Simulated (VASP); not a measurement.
# Pt (Im-3m) in VASP: further runs, part 2 of 2

VASP 6.6.1.

## 4. Relaxation of cell and atoms, revPBE

INCAR

```
SYSTEM = Pt
ALGO     = Fast           ! electronic algorithm
EDIFF    = 1E-6           ! SCF threshold, eV
EDIFFG   = -0.01          ! ionic threshold
ENCUT    = 600            ! plane-wave cutoff, eV
GGA      = RE             ! functional
IBRION   = 2              ! ionic algorithm
ISIF     = 3              ! what is computed and relaxed
ISMEAR   = -1             ! smearing method
LASPH    = .True.         ! aspherical terms in the spheres
LCHARG   = .False.        ! write CHGCAR
LREAL    = .False.        ! projectors in reciprocal space
LWAVE    = .False.        ! write WAVECAR
NELM     = 100            ! most SCF steps
NSW      = 60             ! ionic steps
PREC     = Accurate       ! precision mode
SIGMA    = 0.05           ! smearing width, eV
```

KPOINTS

```
k-points
0
Gamma
  12 12 12
  0 0 0
```

POSCAR

```
Pt
1.0
   -1.5842200000      1.5842200000      1.5842200000
    1.5842200000     -1.5842200000      1.5842200000
    1.5842200000      1.5842200000     -1.5842200000
Pt
1
Direct
    0.0000000000      0.0000000000      0.0000000000
```

Potentials or basis: VASP PAW PBE potentials, release 64 (Pt).

Launch:

```sh
$ cat potpaw_PBE.64/Pt/POTCAR > POTCAR
$ mpirun -np 1 vasp_std > vasp.out
```

OUTCAR:

```text
SYSTEM = Pt
   EDIFF = 1E-6
   EDIFFG = -0.01
   ENCUT = 600
   GGA = RE
   IBRION = 2
   ISIF = 3
   ISMEAR = -1
   LASPH = .True.
   LREAL = .False.
   NELM = 100
   NSW = 60
   PREC = Accurate

 ion  position               nearest neighbor table
   1  0.000  0.000  0.000-

  LATTYP: Found a body centered cubic cell.
 ALAT       =     3.1684400000

  Lattice vectors:

 A1 = (  -1.5842200000,   1.5842200000,   1.5842200000)
 A2 = (   1.5842200000,  -1.5842200000,   1.5842200000)
 A3 = (   1.5842200000,   1.5842200000,  -1.5842200000)

Analysis of symmetry for initial positions (statically):
=====================================================================
 Subroutine PRICEL returns:
 Original cell was already a primitive cell.

 Routine SETGRP: Setting up the symmetry group for a
 body centered cubic supercell.

 Subroutine GETGRP returns: Found 48 space group operations
[... 9 lines left out ...]

 Routine SETGRP: Setting up the symmetry group for a
 body centered cubic supercell.

 Subroutine GETGRP returns: Found 48 space group operations
[... 11 lines left out ...]
                                     Primitive cell

  volume of cell :      15.9040

  direct lattice vectors                    reciprocal lattice vectors
    -1.584220000  1.584220000  1.584220000     0.000000000  0.315612731  0.315612731
     1.584220000 -1.584220000  1.584220000     0.315612731  0.000000000  0.315612731
     1.584220000  1.584220000 -1.584220000     0.315612731  0.315612731  0.000000000

  length of vectors
[... 121 lines left out ...]

 number of electron      10.0000000 magnetization

 number of electron       9.9999999 magnetization

 Free energy of the ion-electron system (eV)
  ---------------------------------------------------
  ext. energy  EPLUGINS =         0.00000000
  ---------------------------------------------------
  free energy    TOTEN  =        -5.50383221 eV

  energy without entropy =       -5.49757026  energy(sigma->0) =       -5.50070124

 E-fermi :  10.0727     XC(G=0): -13.1208

 val. band max:       10.0235097030   @ k =   0.5000   0.5000   0.4167
 cond. band min:      10.1091307789   @ k =  -0.4167  -0.4167   0.1667
 fundamental gap:      0.0856210759
 Fermi energy:        10.0726753667

 k-point     1 :       0.0000    0.0000    0.0000
  band No.  band energies     occupation
      1       0.7398      2.00000
      2       6.7058      2.00000
      3       6.7058      2.00000
      4       6.7058      2.00000
      5       9.1521      2.00000
      6       9.1521      2.00000
      7      27.2338      0.00000
      8      27.2338      0.00000
      9      27.2338      0.00000
[... 345 lines left out ...]
--------------------------------------- Ionic step        3  -------------------------------------------

 number of electron       9.9999999 magnetization

 Free energy of the ion-electron system (eV)
  ---------------------------------------------------
  ext. energy  EPLUGINS =         0.00000000
  ---------------------------------------------------
  free energy    TOTEN  =        -5.50411686 eV

  energy without entropy =       -5.49778008  energy(sigma->0) =       -5.50094847

 E-fermi :   9.9868     XC(G=0): -13.0913

 val. band max:        9.9373875312   @ k =   0.5000   0.5000   0.4167
 cond. band min:      10.0222263275   @ k =  -0.4167  -0.4167   0.1667
 fundamental gap:      0.0848387962
 Fermi energy:         9.9868109854

 k-point     1 :       0.0000    0.0000    0.0000
  band No.  band energies     occupation
      1       0.7034      2.00000
      2       6.6451      2.00000
      3       6.6451      2.00000
      4       6.6451      2.00000
      5       9.0735      2.00000
      6       9.0735      2.00000
      7      27.1478      0.00000
      8      27.1478      0.00000
      9      27.1478      0.00000
[... 304 lines left out ...]
  FREE ENERGIE OF THE ION-ELECTRON SYSTEM (eV)
  ---------------------------------------------------
  free  energy   TOTEN  =        -5.5041168642 eV

  energy  without entropy=       -5.4977800837  energy(sigma->0) =       -5.50094847

 reached required accuracy - stopping structural energy minimisation
```

OSZICAR:

```text
N       E                     dE             d eps       ncg     rms          rms(c)
DAV:   1     0.419993472883E+02    0.41999E+02   -0.59845E+03  1320   0.116E+03
DAV:   2    -0.529898925337E+01   -0.47298E+02   -0.45567E+02  1379   0.200E+02
DAV:   3    -0.582973061566E+01   -0.53074E+00   -0.50397E+00  1504   0.203E+01
[... 20 lines left out ...]
RMM:   2    -0.550467865451E+01    0.11649E-01   -0.16995E-02  1296   0.130E+00    0.260E-01
RMM:   3    -0.550406349110E+01    0.61516E-03   -0.19422E-03  1296   0.442E-01    0.156E-01
RMM:   4    -0.550411889413E+01   -0.55403E-04   -0.20261E-04  1296   0.148E-01    0.197E-02
RMM:   5    -0.550411638586E+01    0.25083E-05   -0.26779E-05  1292   0.511E-02    0.445E-03
RMM:   6    -0.550411686421E+01   -0.47835E-06   -0.42481E-06  1026   0.186E-02
   3 F= -.55041169E+01 E0= -.55009485E+01  d E =-.284653E-03
```

CONTCAR:

```text
Pt
   1.00000000000000
    -1.5868312721708067    1.5868312721708067    1.5868312721708067
     1.5868312721708067   -1.5868312721708067    1.5868312721708067
     1.5868312721708067    1.5868312721708067   -1.5868312721708067
  Pt
     1
Direct
     0.0000000000000000    0.0000000000000000    0.0000000000000000

  0.00000000E+00  0.00000000E+00  0.00000000E+00
```

Wall time 22 s (1 thread of Intel Xeon Platinum 8375C at 2.90GHz (Ice Lake), shared host); peak memory 0.16 GiB.

Results:

```
Free energy                            : -5.5041 eV
Relaxed volume                         : 15.98 Å³/atom
Relaxed cell                           : a = 2.748 Å, b = 2.748 Å, c = 2.748 Å, α = 109.47°, β = 109.47°, γ = 109.47°
Space group after relaxing (to 0.05 Å) : Im-3m (No. 229)
Energy gained by relaxing              : 0.3 meV/atom
Ionic steps                            : 3
Pressure after relaxing                : 0.0 GPa
Band gap on the k mesh                 : zero (band 5 reaches 11.04 eV, above the bottom of band 6 at 8.92 eV)
```

The path:
```
step  energy change (eV)  largest force (eV/Å)  pressure (GPa)  volume (Å³)
   1              0.0000                0.0000            1.16        15.90
   2              0.0012                0.0000           -2.53        16.17
   3             -0.0003                0.0000           -0.02        15.98
```

Final structure:
```cif
data_structure
_symmetry_space_group_name_H-M 'P 1'
_symmetry_Int_Tables_number 1
_cell_length_a 2.7485
_cell_length_b 2.7485
_cell_length_c 2.7485
_cell_angle_alpha 109.471
_cell_angle_beta 109.471
_cell_angle_gamma 109.471
_cell_volume 15.98
loop_
_atom_site_label
_atom_site_type_symbol
_atom_site_fract_x
_atom_site_fract_y
_atom_site_fract_z
_atom_site_occupancy
Pt1 Pt 0.00000 0.00000 0.00000 1
```

Caveat: the PAW data sets were made with another functional, which shifts forces and pressure a little; spin-orbit coupling is left out, which moves the levels of the heavy elements.

## 5. Relaxation of cell and atoms, BLYP

INCAR

```
SYSTEM = Pt
PREC = Accurate ; ENCUT = 600
EDIFF = 1E-6 ; ISMEAR = -1
SIGMA = 0.05 ; LREAL = .False.
LASPH = .True. ; NELM = 100
ALGO = Normal ; ISIF = 3
LWAVE = .False. ; LCHARG = .False.
GGA = B5 ; ALDAX = 1.0
AGGAX = 1.0 ; AGGAC = 1.0
ALDAC = 0.0 ; IBRION = 2
NSW = 60 ; EDIFFG = -0.01
```

KPOINTS

```
Automatic mesh
0
Gamma
  12 12 12
  0 0 0
```

POSCAR is that of step 4.

Launch:

```sh
$ cat potpaw_PBE.64/Pt/POTCAR > POTCAR
$ mpirun -np 1 vasp_std > vasp.out
```

It took 49 s on 1 thread of Intel Xeon Platinum 8375C at 2.90GHz (Ice Lake), shared host; peak memory 0.15 GiB.

Results (log left out):

```
Free energy                            : -4.9457 eV
Relaxed volume                         : 16.90 Å³/atom
Relaxed cell                           : a = 2.800 Å, b = 2.800 Å, c = 2.800 Å, α = 109.47°, β = 109.47°, γ = 109.47°
Space group after relaxing (to 0.05 Å) : Im-3m (No. 229)
Energy gained by relaxing              : 39.6 meV/atom
Ionic steps                            : 4
Pressure after relaxing                : -0.1 GPa
Band gap on the k mesh                 : zero (band 5 reaches 10.50 eV, above the bottom of band 6 at 8.58 eV)
```

The path:
```csv
step,energy change (eV),largest force (eV/Å),pressure (GPa),volume (Å³)
1,0.0000,0.0000,13.72,15.90
2,0.1082,0.0000,-17.35,19.25
3,-0.0395,0.0000,-0.53,16.94
4,-0.0396,0.0000,-0.07,16.90
```

Final structure:
```
Pt
1.0
    -1.61656    1.61656    1.61656
     1.61656   -1.61656    1.61656
     1.61656    1.61656   -1.61656
Pt
1
Direct
  0.00000 0.00000 0.00000
```

Levels at points of the mesh, in eV from the Fermi level:
```csv
k point,band 1,band 2,band 3,band 4,band 5,band 6,band 7,band 8,band 9
"(0.00, 0.00, 0.00)",-8.64,-3.11,-3.11,-3.11,-0.86,-0.86,17.40,17.40,17.40
"(0.50, 0.00, 0.00)",-5.86,-4.37,-1.04,-0.60,0.78,0.96,5.80,13.52,15.37
"(0.50, 0.50, 0.50)",-5.35,-5.35,0.50,0.50,0.50,7.72,7.72,7.72,11.78
```

Caveat: the PAW data sets were made with another functional, which shifts forces and pressure a little; spin-orbit coupling is left out, which moves the levels of the heavy elements.

## 6. The runs side by side

```csv
level,potentials or basis,gap on the mesh (eV),pressure (GPa),relaxed volume (Å³/atom)
RPBE,"VASP PAW PBE potentials, release 64 (Pt)",none,0.0,16.07
LDA,"VASP PAW LDA potentials, release 64 (Pt)",none,0.1,14.95
revPBE,"VASP PAW PBE potentials, release 64 (Pt)",none,0.0,15.98
BLYP,"VASP PAW PBE potentials, release 64 (Pt)",none,-0.1,16.90
```

Alike in all rows: task relaxation of cell and atoms; no spin polarisation; cell relaxed; k mesh 12 × 12 × 12; cutoff (eV) 600; smearing fermi-dirac 0.05 eV.

Caveats: spin-orbit coupling is left out, which moves the levels of the heavy elements; the PAW data sets were made with another functional, which shifts forces and pressure a little (some runs).

Absolute energies hang on the potentials; compare differences alone.
